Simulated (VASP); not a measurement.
# TaN: single point with PBEsol

The system is TaN.

```
CELL_PARAMETERS angstrom
5.19600 0.00000 0.00000
-2.59800 4.49987 0.00000
0.00000 0.00000 2.91100
ATOMIC_POSITIONS crystal
Ta 0.33333 0.66667 0.50000
Ta 0.66667 0.33333 0.50000
Ta 0.00000 0.00000 0.00000
N 0.39285 0.00000 0.00000
N 0.60715 0.60715 0.00000
N 0.00000 0.39285 0.00000
```

| Item | Value |
| --- | --- |
| Program | VASP 6.6.1 |
| Task | single point |
| Functional | PBEsol |
| Potentials or basis | VASP PAW PBE potentials, release 64 (Ta_pv, N) |
| Cutoff | 520 eV |
| k mesh | 5 × 5 × 7 |
| Occupations | methfessel-paxton, width 0.2 eV |
| Spin | no spin polarisation |

- Pressure: -3.0 GPa
- Largest force: 0.023 eV/Å
- Band gap on the k mesh: zero (band 24 reaches 9.78 eV, above the bottom of band 25 at 7.15 eV)

Forces in eV/Å, atoms in the order of the input:
```
Ta   0.000  0.000  0.000
Ta   0.000  0.000  0.000
Ta   0.000  0.000  0.000
N    0.023  0.000  0.000
N   -0.012 -0.020  0.000
N   -0.012  0.020  0.000
```

Stress tensor (GPa, compression positive):
```
-2.69  0.00  0.00
 0.00 -2.69  0.00
 0.00  0.00 -3.63
```

Levels at points of the mesh, in eV from the Fermi level:
| k point | band 21 | band 22 | band 23 | band 24 | band 25 | band 26 | band 27 | band 28 |
| --- | --- | --- | --- | --- | --- | --- | --- | --- |
| (0.00, 0.00, 0.00) | -4.27 | -3.34 | -1.94 | -0.94 | -0.94 | 0.54 | 0.54 | 1.81 |

Wall time 31 s on 1 thread of AMD EPYC 9R14 (Zen 4), on a shared host, peak memory 0.17 GiB.

Caveat: the PAW data sets were made with another functional, which shifts forces and pressure a little; spin-orbit coupling is left out, which moves the levels of the heavy elements.
